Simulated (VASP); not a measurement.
**La: single point with LDA**

The system is La.

```
CELL_PARAMETERS angstrom
-1.83811 1.83811 1.83811
1.83811 -1.83811 1.83811
1.83811 1.83811 -1.83811
ATOMIC_POSITIONS crystal
La 0.00000 0.00000 0.00000
```

This cell differs from its parent crystal: volume scaled by 0.75.

- Program: VASP 6.6.1
- Task: single point
- Functional: LDA
- Potentials or basis: VASP PAW LDA potentials, release 64 (La)
- Cutoff: 520 eV
- k mesh: 15 × 15 × 15
- Occupations: fermi-dirac, width 0.08 eV
- Spin: no spin polarisation

* Pressure: 12.4 GPa

Levels at points of the mesh, in eV from the Fermi level:
```
           k point  band 2  band 3  band 4  band 5  band 6  band 7  band 8  band 9  band 10  band 11
(0.00, 0.00, 0.00)  -14.08  -14.08  -14.08   -2.07    1.73    1.73    1.73    1.92     1.92     1.92
```

It took 26 s on 1 thread of Intel Xeon 6975P-C, on a shared host, peak memory 0.17 GiB.

Caveat: spin-orbit coupling is left out, which moves the levels of the heavy elements.
